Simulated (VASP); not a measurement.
Runs of VASP 6.6.1 on KF. The structure is that of space group Pm-3m (No. 221), or close to it. The cells are those of the table. 

```tsv
level	potentials or basis	spin	cell	k mesh	smearing	gap on the mesh (eV)	pressure (GPa)	moment (μB)
LDA	VASP PAW LDA potentials, release 64 (K_sv, F)	collinear, ferromagnetic start	a = 3.237 Å, 2 atoms	8 × 8 × 8	gaussian 0.02 eV	6.05	-5.2	0.00
PBE	VASP PAW PBE potentials, release 64 (K_sv, F)	off	a = 3.302 Å, 2 atoms	8 × 8 × 8	fermi-dirac 0.05 eV	(a)	-1.2	-
r2SCAN+rVV10	VASP PAW PBE potentials, release 64 (K_sv, F)	off	a = 3.251, b = 3.312, c = 3.217 Å, angles 88.1, 90.1, 88.9°, 2 atoms	6 × 6 × 6	gaussian 0.01 eV	7.02	-3.5	-
LDA	VASP PAW LDA potentials, release 64 (K_sv, F)	collinear, ferromagnetic start	a = 3.215 Å, 2 atoms	8 × 8 × 8	gaussian 0.02 eV	6.20	(b)	0.00
r2SCAN	VASP PAW PBE potentials, release 64 (K_sv, F)	off	a = 3.259 Å, 2 atoms	8 × 8 × 8	tetrahedron	7.15	(c)	-
```

Alike in all rows: task single point; cutoff (eV) 520.

Problem. Estimate the missing entries.

Solution. (a) 6.00; (b) -4.7; (c) -2.7.

Caveats: the PAW data sets were made with another functional, which shifts forces and pressure a little (some runs).

A k mesh can miss the band edges.
